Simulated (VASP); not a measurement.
# MgGe3N (R3m) in VASP: further runs, part 2 of 2

VASP 6.6.1.

## Step 3: Relaxation of cell and atoms, PBE

This run uses another cell than the first one, of 16.47 Å³/atom.

Input file INCAR:

```
SYSTEM = MgGe3N
PREC = Accurate ; ENCUT = 600
EDIFF = 1E-6 ; ISMEAR = 0
SIGMA = 0.2 ; LREAL = .FALSE.
LASPH = .TRUE. ; NELM = 60
ALGO = Normal ; ISIF = 3
LWAVE = .FALSE. ; LCHARG = .FALSE.
GGA = PE ; IBRION = 2
NSW = 36 ; EDIFFG = -0.08
```

Input file KPOINTS:

```
regular mesh
0
G
  4 4 4
  0 0 0
```

Input file POSCAR:

```
MgGe3N
1.0
    2.8359941000      1.6373619600      2.9556811600
   -2.8359941000      1.6373619600      2.9556811600
    0.0000000000     -3.2747239200      2.9556811600
Mg Ge N
1 3 1
Direct
    0.9814630200      0.9814630200      0.9814630200
    0.8288610000      0.4127520000      0.4127520000
    0.4127520000      0.8288610000      0.4127520000
    0.4127520000      0.4127520000      0.8288610000
    0.4891360100      0.4891360100      0.4891360100
```

Potentials or basis: VASP PAW PBE potentials, release 64 (Mg, Ge_d, N).

Started as:

```console
cat potpaw_PBE.64/Mg/POTCAR potpaw_PBE.64/Ge_d/POTCAR potpaw_PBE.64/N/POTCAR > POTCAR
mpirun -np 1 vasp_std > vasp.out
```

OUTCAR:

```text
SYSTEM = MgGe3N
   PREC = Accurate
   ENCUT = 600
   EDIFF = 1E-6
   ISMEAR = 0
   LREAL = .FALSE.
   LASPH = .TRUE.
   NELM = 60
   ISIF = 3
   GGA = PE
   IBRION = 2
   NSW = 36
   EDIFFG = -0.08

 ion  position               nearest neighbor table
   1  0.981  0.981  0.981-   2 2.84   3 2.84   4 2.84   4 2.98   4 2.98   2 2.98   3 2.98   3 2.98
                             2 2.98
   2  0.829  0.413  0.413-   5 1.47   3 2.36   4 2.36   1 2.84   1 2.98   1 2.98
   3  0.413  0.829  0.413-   5 1.47   2 2.36   4 2.36   1 2.84   1 2.98   1 2.98
   4  0.413  0.413  0.829-   5 1.47   3 2.36   2 2.36   1 2.84   1 2.98   1 2.98
   5  0.489  0.489  0.489-   2 1.47   3 1.47   4 1.47

  LATTYP: Found a trigonal (rhomboedric) cell.
 ALAT       =     4.4113340241
 COS(alpha) =     0.1733898076

  Lattice vectors:

 A1 = (   2.8359941000,   1.6373619600,   2.9556811600)
 A2 = (  -2.8359941000,   1.6373619600,   2.9556811600)
 A3 = (   0.0000000000,  -3.2747239200,   2.9556811600)

Analysis of symmetry for initial positions (statically):
=====================================================================
 Subroutine PRICEL returns:
 Original cell was already a primitive cell.

 Routine SETGRP: Setting up the symmetry group for a
 trigonal (rhombohedral) supercell.

 Subroutine GETGRP returns: Found  6 space group operations
 (whereof  6 operations were pure point group operations)
 out of a pool of 12 trial point group operations.

The static configuration has the point symmetry C_3v.

Analysis of symmetry for dynamics (positions and initial velocities):
=====================================================================
 Subroutine PRICEL returns:
 Original cell was already a primitive cell.

 Routine SETGRP: Setting up the symmetry group for a
 trigonal (rhombohedral) supercell.

 Subroutine GETGRP returns: Found  6 space group operations
 (whereof  6 operations were pure point group operations)
 out of a pool of 12 trial point group operations.

The dynamic configuration has the point symmetry C_3v.
[... 105 lines left out ...]
   NUPDOWN=      -1.0000    fix difference up-down
   EMIN   =  10.00;   EMAX   =-10.00  energy-range for DOS
   EFERMI =   0.00;   METHOD = LEGACY
   ISMEAR =     0;   SIGMA  =   0.20  broadening in eV -4-tet -1-fermi 0-gaus
   EFERMI_NEDOS =   21; number of points for ismear=-14 and -15
   IALGO  =     38    algorithm
   IMIX   =      4    mixing-type and parameters
     AMIX     =   0.40;   BMIX     =  1.00
     AMIX_MAG =   1.60;   BMIX_MAG =  1.00
  volume/ion in A,a.u.               =      16.47       111.14
  Fermi-wavevector in a.u.,A,eV,Ry     =   1.376958  2.602073 25.796813  1.896012
  Thomas-Fermi vector in A             =   2.502155
   LORBIT       =      0    0 simple, 1 ext, 2 COOP (PROOUT), +10 PAW based schemes
   GGA     = PE    functional components
   LHFCALC =     F    Hartree Fock is set to
   AEXX    =    0.0000 exact exchange contribution
   IVDW    =     0    specifies the selected vdW correction
   LEPSILON=     F    determine dielectric tensor
   LRPA    =     F    only Hartree local field effects (RPA)
 conjugate gradient relaxation of ions
 non-spin polarized calculation
 Gauss-broadening in eV      SIGMA  =   0.20
  energy-cutoff  :      600.00
  volume of cell :       82.35
 maximum number of plane-waves:      2783
   NGX = 17   NGY = 17   NGZ = 17

--------------------------------------- Ionic step        1  -------------------------------------------

 number of electron      49.0000025 magnetization

 Free energy of the ion-electron system (eV)
  ---------------------------------------------------
  ext. energy  EPLUGINS =         0.00000000
  ---------------------------------------------------
  free energy    TOTEN  =       -10.41581264 eV

  energy without entropy =      -10.37784221  energy(sigma->0) =      -10.39682743

------------------------ aborting loop because EDIFF is reached ----------------------------------------

  FORCE on cell =-STRESS in cart. coord.  units (eV):
  Direction    XX          YY          ZZ          XY          YZ          ZX
  --------------------------------------------------------------------------------------
  -------------------------------------------------------------------------------------
  Total       48.9587277     48.9587279     13.9431818      0.0000000      0.0000000      0.0000000
  in kB      952.5369962    952.5369997    271.2774039      0.0000000      0.0000000      0.0000000
  external PRESSURE =     725.4504666 kB  Pullay stress =       0.0000000 kB
[... 947 lines left out ...]
     28       9.2181      0.00000
     29       9.2181      0.00000

[... ionic steps 4 to 14 ...]

--------------------------------------- Ionic step       15  -------------------------------------------

 number of electron      49.0000020 magnetization

------------------------ aborting loop because EDIFF is reached ----------------------------------------
[... 73 lines left out ...]
--------------------------------------- Ionic step       17  -------------------------------------------

 number of electron      49.0000020 magnetization

 Free energy of the ion-electron system (eV)
  ---------------------------------------------------
  ext. energy  EPLUGINS =         0.00000000
  ---------------------------------------------------
  free energy    TOTEN  =       -20.89298028 eV

  energy without entropy =      -20.83389597  energy(sigma->0) =      -20.86343813

 E-fermi :   3.8303     XC(G=0):  -9.7417

 val. band max:        3.8283721522   @ k =   0.5000   0.2500   0.0000
 cond. band min:       3.9654155858   @ k =   0.0000   0.0000   0.0000
 fundamental gap:      0.1370434336
 Fermi energy:         3.8302785418
[... 446 lines left out ...]
  FREE ENERGIE OF THE ION-ELECTRON SYSTEM (eV)
  ---------------------------------------------------
  free  energy   TOTEN  =       -20.8929802842 eV

  energy  without entropy=      -20.8338959684  energy(sigma->0) =      -20.86343813

 reached required accuracy - stopping structural energy minimisation
```

CONTCAR:

```text
MgGe3N
   1.00000000000000
     3.0373548486869408    1.7536176430900690    3.1942610865146208
    -3.0373548486869408    1.7536176430900690    3.1942610865146208
     0.0000000000000000   -3.5072352861801379    3.1942610865146208
  Mg              Ge              N
     1     3     1
Direct
     0.9638703376311151    0.9638703376311151    0.9638703376311153
     0.8890590325162622    0.4010993496290835    0.4010993495399593
     0.4010993496290836    0.8890590325162622    0.4010993495399593
     0.4010993495399593    0.4010993495399593    0.8890590326053863
     0.4698359606835807    0.4698359606835807    0.4698359606835807

  0.00000000E+00  0.00000000E+00  0.00000000E+00
  0.00000000E+00  0.00000000E+00  0.00000000E+00
  0.00000000E+00  0.00000000E+00  0.00000000E+00
  0.00000000E+00  0.00000000E+00  0.00000000E+00
  0.00000000E+00  0.00000000E+00  0.00000000E+00
```

It took 5.6 min on 1 thread of AMD EPYC 9R14 (Zen 4), shared host; peak memory 0.2 GiB.

Results:

| Item | Value |
| --- | --- |
| Free energy | -20.8930 eV |
| Relaxed volume | 20.42 Å³/atom |
| Relaxed cell | a = 4.744 Å, b = 4.744 Å, c = 4.744 Å, α = 79.62°, β = 79.62°, γ = 79.62° |
| Space group after relaxing (to 0.1 Å) | R3m (No. 160) |
| Energy gained by relaxing | 2095.4 meV/atom |
| Ionic steps | 17 |
| Pressure after relaxing | 0.0 GPa |
| Largest force after relaxing | 0.048 eV/Å |
| Band gap on the k mesh | zero (an odd number of electrons rules out a gap without spin polarisation) |

Forces on the atoms (eV/Å):
```
Mg   0.000  0.000  0.005
Ge  -0.041 -0.024  0.008
Ge   0.041 -0.024  0.008
Ge   0.000  0.047  0.008
N    0.000  0.000 -0.028
```

Stress tensor (GPa, compression positive):
```
 0.22  0.00  0.00
 0.00  0.22  0.00
 0.00  0.00 -0.49
```

The path:
| step | energy change (eV) | largest force (eV/Å) | pressure (GPa) | volume (Å³) |
| --- | --- | --- | --- | --- |
| 1 | 0.0000 | 22.8702 | 72.55 | 82.35 |
| 2 | -3.6342 | 12.0185 | 9.61 | 202.54 |
| 3 | -7.4904 | 4.0106 | 0.64 | 175.25 |
| 4 | -7.8703 | 2.9498 | -1.01 | 168.58 |
| 5 | -8.2041 | 3.2847 | -3.42 | 156.79 |
| 6 | -8.9391 | 0.8454 | -7.24 | 115.95 |
| 7 | -10.0750 | 1.0029 | -2.22 | 98.28 |
| 8 | -10.1497 | 1.0126 | 7.16 | 90.10 |
| 9 | -10.2228 | 1.0057 | 1.40 | 94.20 |
| 10 | -10.2318 | 1.0095 | 2.81 | 92.97 |
| 11 | -10.2319 | 1.0086 | 2.68 | 93.19 |
| 12 | -10.3499 | 0.5800 | 0.36 | 96.84 |
| 13 | -10.3946 | 0.6092 | -2.57 | 103.07 |
| 14 | -10.4684 | 0.2494 | -0.94 | 102.57 |
| 15 | -10.4752 | 0.0480 | -0.12 | 102.37 |
| 16 | -10.4752 | 0.0631 | -0.20 | 102.39 |
| 17 | -10.4772 | 0.0480 | -0.02 | 102.08 |

Final structure:
```xyz
5
Lattice="3.0374 1.7536 3.1943 -3.0374 1.7536 3.1943 0.0000 -3.5072 3.1943" Properties=species:S:1:pos:R:3 pbc="T T T"
Mg    0.0000    0.0000    9.2366
Ge    1.4821    0.8557    5.4023
Ge   -1.4821    0.8557    5.4023
Ge    0.0000   -1.7114    5.4023
N     0.0000    0.0000    4.5023
```

Caveat: the k points lie up to 0.34 Å⁻¹ apart in the final cell, too coarse for converged energies and pressures of a metal; the volume moved by over 15 % at a fixed basis, so the end points are rough; an odd number of electrons without spin polarisation forces a metal; a magnetic or distorted state may lie lower; the relaxation stopped at a loose force limit of 0.08 eV/Å, so its end isn't a converged minimum.

## Step 4: Relaxation of cell and atoms, PBE

Input file INCAR:

```
ALGO = Normal
EDIFF = 1E-6
EDIFFG = -0.01
ENCUT = 600
GGA = PE
IBRION = 2
ISIF = 3
ISMEAR = 0
LASPH = T
LCHARG = F
LREAL = F
LWAVE = F
NELM = 80
NSW = 100
PREC = Accurate
SIGMA = 0.1
```

Input file KPOINTS:

```
k-points
0
Gamma
  6 6 6
```

Input file POSCAR:

```
MgGe3N
1.0
    3.4706152277      2.0037606360      2.1436801836
   -3.4706152277      2.0037606360      2.1436801836
    0.0000000000     -4.0075212720      2.1436801836
Mg Ge N
1 3 1
Direct
    0.9238080190      0.9238080190      0.9238080190
    0.8409813603      0.3747772513      0.3747772513
    0.3747772513      0.8409813603      0.3747772513
    0.3747772513      0.3747772513      0.8409813603
    0.6106201482      0.6106201482      0.6106201482
```

Started as:

```console
cat potpaw_PBE.64/Mg/POTCAR potpaw_PBE.64/Ge_d/POTCAR potpaw_PBE.64/N/POTCAR > POTCAR
mpirun -np 1 vasp_std > vasp.out
```

Wall time 3.2 min (1 thread of AMD EPYC 9R14 (Zen 4), shared host); peak memory 0.24 GiB.

The run converged. Its results:

```yaml
Free_energy: -22.6667 eV
Relaxed_volume: 17.86 Å³/atom
Relaxed_cell: a = 4.542 Å, b = 4.542 Å, c = 4.542 Å, α = 99.51°, β = 99.51°, γ = 99.51°
Space_group_after_relaxing_to_0.1_Å: R3m (No. 160)
Energy_gained_by_relaxing: 0.0 meV/atom
Ionic_steps: 8
Pressure_after_relaxing: -0.1 GPa
Largest_force_after_relaxing: 0.010 eV/Å
Band_gap_on_the_k_mesh: zero (an odd number of electrons rules out a gap without spin polarisation)
```

Forces in eV/Å, atoms in the order of the input:
```
Mg   0.000  0.000 -0.010
Ge  -0.001 -0.001  0.001
Ge   0.001 -0.001  0.001
Ge   0.000  0.002  0.001
N    0.000  0.000  0.006
```

Step by step:
```
step  energy change (eV)  largest force (eV/Å)  pressure (GPa)  volume (Å³)
   1              0.0000                0.0178           -0.08        89.45
   2             -0.0001                0.0171            0.21        89.33
   3             -0.0001                0.0106           -0.06        89.36
   4             -0.0001                0.0116            0.02        89.35
   5             -0.0001                0.0108           -0.03        89.35
   6             -0.0001                0.0119           -0.05        89.35
   7             -0.0001                0.0102            0.04        89.31
   8             -0.0001                0.0099           -0.08        89.32
```

Final structure:
```
Mg Ge N
1.0
     3.46657    2.00143    2.14562
    -3.46657    2.00143    2.14562
     0.00000   -4.00285    2.14562
Mg Ge N
1 3 1
Direct
  0.92398 0.92398 0.92398
  0.84100 0.37461 0.37461
  0.37461 0.84100 0.37461
  0.37461 0.37461 0.84100
  0.61076 0.61076 0.61076
```

Levels at points of the mesh, in eV from the Fermi level:
```tsv
k point	band 22	band 23	band 24	band 25	band 26	band 27	band 28	band 29
(0.00, 0.00, 0.00)	-3.37	-2.74	-2.74	0.05	0.69	3.30	3.55	3.55
(0.50, 0.00, 0.00)	-3.60	-2.13	0.15	0.58	1.21	1.34	2.22	3.56
(0.50, 0.50, 0.00)	-3.61	-1.84	0.02	0.04	1.01	1.16	2.91	3.95
(0.50, 0.50, 0.50)	-5.01	-1.88	-1.10	-1.10	1.26	3.00	5.32	5.32
```

Caveat: an odd number of electrons without spin polarisation forces a metal; a magnetic or distorted state may lie lower.

## Step 5: The runs side by side

```tsv
task	cell	k mesh	cutoff (eV)	smearing	gap on the mesh (eV)	pressure (GPa)	relaxed volume (Å³/atom)	largest force (eV/Å)
single point	a = 4.545 Å, angles 99.5°, 5 atoms, atomic positions A	6 × 6 × 6	520	gaussian 0.1 eV	none	-0.1	-	0.02
relaxation of cell and atoms	relaxed from a = 4.411 Å, angles 80.0°, 5 atoms, atomic positions B	4 × 4 × 4	600	gaussian 0.2 eV	none	0.0	20.42	0.05
relaxation of cell and atoms	relaxed from a = 4.545 Å, angles 99.6°, 5 atoms, atomic positions C	6 × 6 × 6	600	gaussian 0.1 eV	none	-0.1	17.86	0.01
```

Alike in all rows: level PBE; potentials or basis VASP PAW PBE potentials, release 64 (Mg, Ge_d, N); no spin polarisation.

Caveats: some runs use coarse meshes; an odd number of electrons without spin polarisation forces a metal; a magnetic or distorted state may lie lower; the volume moved by over 15 % at a fixed basis, so the end points are rough (at least some runs); the relaxation stopped at a loose force limit of 0.08 eV/Å, so its end isn't a converged minimum (at least some runs).

Total energies depend on the potentials used, so only differences within one code and one set of settings carry meaning.

The gap in the log of VASP goes by the Fermi energy; the results here count the filled bands.